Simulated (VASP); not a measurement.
# SiC in VASP: a series of runs, part 2 of 2

VASP 6.6.1. Earlier steps stand in the parts before.

### Step 3. Single point, HSEsol (last atom moved by 0.04 Å along z, cell strained by +1.5% along z)

Input file POSCAR:

```
SiC
1.0
    0.0000000000      2.1790000000      2.2116850000
    2.1790000000      0.0000000000      2.2116850000
    2.1790000000      2.1790000000      0.0000000000
Si C
1 1
Direct
    0.0000000000      0.0000000000      0.0000000000
    0.7591785200      0.7591785200      0.7408214800
```

Input file INCAR.step1:

```
ALGO     = Normal         # electronic algorithm
EDIFF    = 1E-5           # SCF threshold, eV
EFERMI   = MIDGAP       
ENCUT    = 520            # plane-wave cutoff, eV
GGA      = PE             # functional
GGA_COMPAT= F            
ISIF     = 2              # what is computed and relaxed
ISMEAR   = 0              # smearing method
KPAR     = 8            
LASPH    = T              # aspherical terms in the spheres
LCHARG   = F              # write CHGCAR
LREAL    = F              # projectors in reciprocal space
LWAVE    = T              # write WAVECAR
NBANDS   = 14             # bands
NELM     = 120            # most SCF steps
PREC     = Accurate       # precision mode
SIGMA    = 0.03           # smearing width, eV
```

Input file INCAR.step2:

```
ALGO     = Normal         # electronic algorithm
EDIFF    = 1E-6           # SCF threshold, eV
EFERMI   = MIDGAP       
ENCUT    = 520            # plane-wave cutoff, eV
GGA      = PS             # functional
GGA_COMPAT= F            
HFSCREEN = 0.2            # screening, 1/A
ISIF     = 2              # what is computed and relaxed
ISMEAR   = 0              # smearing method
ISTART   = 1            
KPAR     = 8            
LASPH    = T              # aspherical terms in the spheres
LCHARG   = F              # write CHGCAR
LHFCALC  = T              # exact exchange
LREAL    = F              # projectors in reciprocal space
LWAVE    = F              # write WAVECAR
NBANDS   = 14             # bands
NELM     = 120            # most SCF steps
PREC     = Accurate       # precision mode
PRECFOCK = Normal       
SIGMA    = 0.03           # smearing width, eV
```

Input file KPOINTS:

```
Automatic mesh
0
Gamma
  6 6 6
  0 0 0
```

Potentials or basis: VASP PAW PBE potentials, release 64 (Si, C).

Started as:

```sh
$ cat potpaw_PBE.64/Si/POTCAR potpaw_PBE.64/C/POTCAR > POTCAR
$ cp INCAR.step1 INCAR
$ mpirun -np 8 vasp_std > vasp.out
$ cp INCAR.step2 INCAR
$ mpirun -np 8 vasp_std > vasp.out
```

OUTCAR:

```text
EDIFF = 1E-6
   EFERMI = MIDGAP
   ENCUT = 520
   GGA = PS
   HFSCREEN = 0.2
   ISIF = 2
   ISMEAR = 0
   ISTART = 1
   LASPH = T
   LHFCALC = T
   LREAL = F
   NELM = 120
   PREC = Accurate
   PRECFOCK = Normal

 Found     46 irreducible k-points:

 Following reciprocal coordinates:
            Coordinates               Weight
  0.000000  0.000000  0.000000      1.000000
  0.166667 -0.000000  0.000000      4.000000
  0.000000  0.000000 -0.166667      4.000000
  0.333333  0.000000  0.000000      4.000000
  0.000000  0.000000 -0.333333      4.000000
  0.500000  0.000000  0.000000      2.000000
   k-points           NKPTS =     46   k-points in BZ     NKDIM =    216   number of bands    NBANDS=     14
   number of dos      NEDOS =    301   number of ions     NIONS =      2
   total plane-waves  NPLWV =  13824
   dimension x,y,z NGX =    24 NGY =   24 NGZ =   24
   dimension x,y,z NGXF=    48 NGYF=   48 NGZF=   48
   ions per type =               1   1
   NGX,Y,Z   is equivalent  to a cutoff of  12.85, 12.85, 12.95 a.u.
   NGXF,Y,Z  is equivalent  to a cutoff of  25.70, 25.70, 25.90 a.u.
 SYSTEM =  unknown system
   PREC   = accura    normal or accurate (medium, high low for compatibility)
   ISTART =      1    job   : 0-new  1-cont  2-samecut
   ICHARG =      0    charge: 1-file 2-atom 10-const
   ISPIN  =      1    spin polarized calculation?
   LNONCOLLINEAR =      F non collinear calculations
   LSORBIT =      F    spin-orbit coupling
   LASPH  =      T    aspherical Exc in radial PAW
   ENCUT  =  520.0 eV  38.22 Ry    6.18 a.u.   5.77  5.77  5.73*2*pi/ulx,y,z
   NELM   =    120;   NELMIN=  2; NELMDL=  0     # of ELM steps
   EDIFF  = 0.1E-05   stopping-criterion for ELM
   LREAL  =      F    real-space projection
   EDIFFG = 0.1E-04   stopping-criterion for IOM
   NSW    =      0    number of steps for IOM
   IBRION =     -1    ionic relax: 0-MD 1-quasi-New 2-CG
   NFREE  =      0    steps in history (QN), initial steepest desc. (CG)
   ISIF   =      2    stress and relaxation
   ISYM   =      3    0-nonsym 1-usesym 2-fastsym
   POTIM  = 0.5000    time-step for ionic-motion
   TEBEG  =    0.0;   TEEND  =   0.0 temperature during run

   SCALEE = 1.0000    scale energy and forces
   PSTRESS=    0.0 pullay stress
   NELECT =       8.0000    total number of electrons
   NUPDOWN=      -1.0000    fix difference up-down
   EMIN   =  10.00;   EMAX   =-10.00  energy-range for DOS
   EFERMI =   0.00;   METHOD = MIDGAP
   ISMEAR =     0;   SIGMA  =   0.03  broadening in eV -4-tet -1-fermi 0-gaus
   EFERMI_NEDOS =   21; number of points for ismear=-14 and -15
   IALGO  =     38    algorithm
   IMIX   =      1    mixing-type and parameters
     AMIX     =   0.40;   BMIX     =  1.00
     AMIX_MAG =   1.60;   BMIX_MAG =  1.00
  volume/ion in A,a.u.               =      10.50        70.87
  Fermi-wavevector in a.u.,A,eV,Ry     =   1.186722  2.242579 19.161202  1.408309
  Thomas-Fermi vector in A             =   2.322888
   LORBIT       =      0    0 simple, 1 ext, 2 COOP (PROOUT), +10 PAW based schemes
   GGA     = PS    functional components
   LHFCALC =     T    Hartree Fock is set to
   PRECFOCK=normal    Normal, Fast or Accurate (Low or Medium for compatibility)
   ENCUT4O =  -1.0   cutoff for four orbital integrals eV
   NKREDX  =     1    reduce k-point grid by
   NKREDY  =     1    reduce k-point grid by
   NKREDZ  =     1    reduce k-point grid by
   AEXX    =    0.2500 exact exchange contribution
   HFSCREEN=    0.2000 screening length (either q_TF or 0.3 A-1)
   HFSCREENC=   0.2000 screening length for correlation (either q_TF or 0.3 A-1)
   ENCUTFOCK=  -1.0 apply spherical cutoff to Coloumb kernel
   IVDW    =     0    specifies the selected vdW correction
   LEPSILON=     F    determine dielectric tensor
   LRPA    =     F    only Hartree local field effects (RPA)

   CSHIFT  =0.1000    complex shift for real part using Kramers Kronig

   OMEGAMAX=  -1.0    maximum frequency
 non-spin polarized calculation
 Gauss-broadening in eV      SIGMA  =   0.03
  energy-cutoff  :      520.00
  volume of cell :       21.00
 maximum number of plane-waves:       588
  NGX = 18; NGY = 18; NGZ = 18

 number of electron       8.0000000 magnetization

 Free energy of the ion-electron system (eV)
  ---------------------------------------------------
  ext. energy  EPLUGINS =         0.00000000
  ---------------------------------------------------
  free energy    TOTEN  =       -17.99648752 eV

  energy without entropy =      -17.99648752  energy(sigma->0) =      -17.99648752

  exchange ACFDT corr.  =         0.00000000  see jH, gK, PRB 81, 115126

 E-fermi :   8.4819     XC(G=0):  -9.3727

 val. band max:        7.5327351042   @ k =   0.0000   0.0000   0.0000
 cond. band min:       9.4311413582   @ k =   0.5000   0.0000   0.5000
 fundamental gap:      1.8984062540
 Fermi energy:         8.4819382312

 k-point     1 :       0.0000    0.0000    0.0000
  band No.  band energies     occupation
      1      -9.5905      2.00000
      2       7.1013      2.00000
      3       7.2207      2.00000
      4       7.5327      2.00000
      5      14.6270      0.00000
      6      15.6370      0.00000
      7      15.7564      0.00000
      8      15.8106      0.00000
      9      23.0228      0.00000
     10      23.5072      0.00000
     11      24.8871      0.00000
     12      25.5911      0.00000
     13      25.9559      0.00000
     14      26.3739      0.00000

 k-point     2 :       0.1667   -0.0000    0.0000
  band No.  band energies     occupation
      1      -9.0115      2.00000
      2       4.7929      2.00000
      3       6.7724      2.00000
      4       6.9643      2.00000
      5      14.7057      0.00000
      6      16.1572      0.00000
      7      16.4065      0.00000
      8      16.9176      0.00000
      9      21.5666      0.00000
     10      21.7972      0.00000
     11      24.1332      0.00000
     12      27.5289      0.00000
     13      29.1552      0.00000
     14      29.8643      0.00000

 k-point     3 :       0.0000    0.0000   -0.1667
  band No.  band energies     occupation
      1      -9.0081      2.00000
      2       4.6085      2.00000
      3       6.7977      2.00000
      4       7.1787      2.00000
      5      14.7062      0.00000
      6      16.2289      0.00000
      7      16.3922      0.00000
      8      16.8960      0.00000
      9      21.4110      0.00000
     10      21.7041      0.00000
     11      24.2451      0.00000
     12      27.6619      0.00000
     13      29.3082      0.00000
     14      29.5444      0.00000

 k-point     4 :       0.3333    0.0000    0.0000
  band No.  band energies     occupation
      1      -7.3784      2.00000
      2       0.6022      2.00000
      3       6.2486      2.00000
      4       6.3745      2.00000
      5      13.9906      0.00000
      6      15.8376      0.00000
      7      16.3228      0.00000
      8      18.6065      0.00000
      9      22.9895      0.00000
     10      23.1589      0.00000
     11      23.8505      0.00000
     12      31.3476      0.00000
     13      32.4121      0.00000
     14      32.5695      0.00000

 k-point     5 :       0.0000    0.0000   -0.3333
  band No.  band energies     occupation
      1      -7.3574      2.00000
      2       0.4615      2.00000
      3       6.1870      2.00000
      4       6.6276      2.00000
      5      14.0020      0.00000
      6      16.1012      0.00000
      7      16.2041      0.00000
      8      18.5648      0.00000
      9      22.8962      0.00000
     10      22.9775      0.00000
     11      23.8425      0.00000
     12      31.6475      0.00000
     13      32.1714      0.00000
     14      32.3818      0.00000

 k-point     6 :       0.5000    0.0000    0.0000
  band No.  band energies     occupation
      1      -5.8106      2.00000
      2      -1.9336      2.00000
      3       6.0332      2.00000
      4       6.1341      2.00000
      5      13.7185      0.00000
      6      15.3920      0.00000
      7      15.8980      0.00000
      8      18.6944      0.00000
      9      24.8842      0.00000
     10      25.9497      0.00000
     11      26.4411      0.00000
     12      29.4171      0.00000
     13      29.5042      0.00000
     14      31.2821      0.00000

 [... further k-points ...]

------------------------ aborting loop because EDIFF is reached ----------------------------------------

  FORCE on cell =-STRESS in cart. coord.  units (eV):
  Direction    XX          YY          ZZ          XY          YZ          ZX
  --------------------------------------------------------------------------------------
  -------------------------------------------------------------------------------------
  Total       -0.7023022     -0.7023022     -1.2888690      0.2893339      0.0000000      0.0000000
  in kB      -53.5755799    -53.5755799    -98.3222081     22.0720246      0.0000000      0.0000000
  external PRESSURE =     -68.4911227 kB  Pullay stress =       0.0000000 kB

 VOLUME and BASIS-vectors are now :
 -----------------------------------------------------------------------------
  energy-cutoff  :      520.00
  volume of cell :       21.00
      direct lattice vectors                 reciprocal lattice vectors
     0.000000000  2.179000000  2.211685000    -0.229463056  0.229463056  0.226071977
     2.179000000  0.000000000  2.211685000     0.229463056 -0.229463056  0.226071977
     2.179000000  2.179000000  0.000000000     0.229463056  0.229463056 -0.226071977

 POSITION                                       TOTAL-FORCE (eV/Angst)
 -----------------------------------------------------------------------------------
      0.00000      0.00000      0.00000         0.000000      0.000000      0.786143
      3.26850      3.26850      3.35813         0.000000      0.000000     -0.786143
 -----------------------------------------------------------------------------------
    total drift:                                0.000000      0.000000     -0.000037

  FREE ENERGIE OF THE ION-ELECTRON SYSTEM (eV)
  ---------------------------------------------------
  free  energy   TOTEN  =       -17.9964875157 eV

  energy  without entropy=      -17.9964875157  energy(sigma->0) =      -17.99648752
```

Run time: 5.8 min. Hardware: 8 MPI ranks of Intel Xeon Platinum 8375C at 2.90GHz (Ice Lake), shared host; peak memory 0.23 GiB.

What came out:

- Free energy: -17.9965 eV
- Pressure: -6.8 GPa
- Largest force: 0.786 eV/Å
- Band gap on the k mesh: 1.90 eV (least direct gap 5.55 eV)

Forces on the atoms (eV/Å):
```
Si   0.000  0.000  0.786
C    0.000  0.000 -0.786
```

Caveat: the cell differs from its parent crystal (last atom moved by 0.04 Å along z, cell strained by +1.5% along z); the cell stands under tension; the PAW data sets were made with another functional, which shifts forces and pressure a little.

### Step 4. Single point, PBE0

Input file POSCAR:

```
SiC
1.0
    0.0000000000      2.1790000000      2.1790000000
    2.1790000000      0.0000000000      2.1790000000
    2.1790000000      2.1790000000      0.0000000000
Si C
1 1
Direct
    0.0000000000      0.0000000000      0.0000000000
    0.7500000000      0.7500000000      0.7500000000
```

Input file INCAR.step1:

```
SYSTEM = SiC
PREC = Accurate ; ENCUT = 520
EDIFF = 1E-5 ; ISMEAR = -1
SIGMA = 0.05 ; LREAL = .False.
LASPH = .True. ; NELM = 120
ALGO = Normal ; ISIF = 2
LWAVE = .True. ; LCHARG = .False.
GGA = PE ; NBANDS = 11
GGA_COMPAT = .False.
```

Input file INCAR.step2:

```
SYSTEM = SiC
PREC = Accurate ; ENCUT = 520
EDIFF = 1E-6 ; ISMEAR = -1
SIGMA = 0.05 ; LREAL = .False.
LASPH = .True. ; NELM = 120
ALGO = Normal ; ISIF = 2
LWAVE = .False. ; LCHARG = .False.
GGA = PE ; LHFCALC = .True.
AEXX = 0.25 ; PRECFOCK = Normal
ISTART = 1 ; NBANDS = 11
GGA_COMPAT = .False.
```

Input file KPOINTS:

```
Automatic mesh
0
Gamma
  8 8 8
  0 0 0
```

Started as:

```sh
$ cat potpaw_PBE.64/Si/POTCAR potpaw_PBE.64/C/POTCAR > POTCAR
$ cp INCAR.step1 INCAR
$ mpirun -np 1 vasp_std > vasp.out
$ cp INCAR.step2 INCAR
$ mpirun -np 1 vasp_std > vasp.out
```

Run time: 36 min. Hardware: 1 thread of AMD EPYC 7R43 (Zen 3), shared host; peak memory 0.12 GiB.

It converged, with:

- Free energy: -18.4771 eV
- Pressure: -2.0 GPa
- Band gap on the k mesh: 2.96 eV (least direct gap 6.47 eV)

Levels at points of the mesh, in eV from the valence-band top:
| k point | band 1 | band 2 | band 3 | band 4 | band 5 | band 6 | band 7 | band 8 | band 9 |
| --- | --- | --- | --- | --- | --- | --- | --- | --- | --- |
| (0.00, 0.00, 0.00) | -17.04 | 0.00 | 0.00 | 0.00 | 8.29 | 9.34 | 9.34 | 9.34 | 16.86 |
| (0.50, 0.00, 0.00) | -13.19 | -9.41 | -1.16 | -1.16 | 7.38 | 9.24 | 9.24 | 12.33 | 18.66 |
| (0.50, 0.50, 0.00) | -11.62 | -8.59 | -3.51 | -3.51 | 2.96 | 6.11 | 16.72 | 16.72 | 17.53 |

Caveat: the PAW data sets were made with another functional, which shifts forces and pressure a little.

### Step 5. Summary

| level | cell | k mesh | smearing | dipole correction | screening parameter | tolerance level | purpose | gap on the mesh (eV) | pressure (GPa) |
| --- | --- | --- | --- | --- | --- | --- | --- | --- | --- |
| PBE-based screened hybrid with 25 % exact exchange | a = 3.082 Å, angles 60.0°, 2 atoms, atomic positions A | 7 × 7 × 7 | fermi-dirac 0.1 eV | no | 0.3 1/Å | - | - | 2.29 | -1.4 |
| HSEsol | a = 3.105, b = 3.105, c = 3.082 Å, angles 60.2, 60.2, 59.5°, 2 atoms, atomic positions B | 6 × 6 × 6 | gaussian 0.03 eV | - | 0.2 1/Å | screening | energy | 1.90 | -6.8 |
| PBE0 | a = 3.082 Å, angles 60.0°, 2 atoms, atomic positions A | 8 × 8 × 8 | fermi-dirac 0.05 eV | no | - | - | - | 2.96 | -2.0 |

Alike in all rows: task single point; potentials or basis VASP PAW PBE potentials, release 64 (Si, C); no spin polarisation; cutoff (eV) 520.

Caveats: the PAW data sets were made with another functional, which shifts forces and pressure a little; an odd mesh through Γ misses points on the zone boundary, where band edges can lie (at least some runs); the cell stands under tension (at least some runs).

Absolute energies hang on the potentials; compare differences alone.
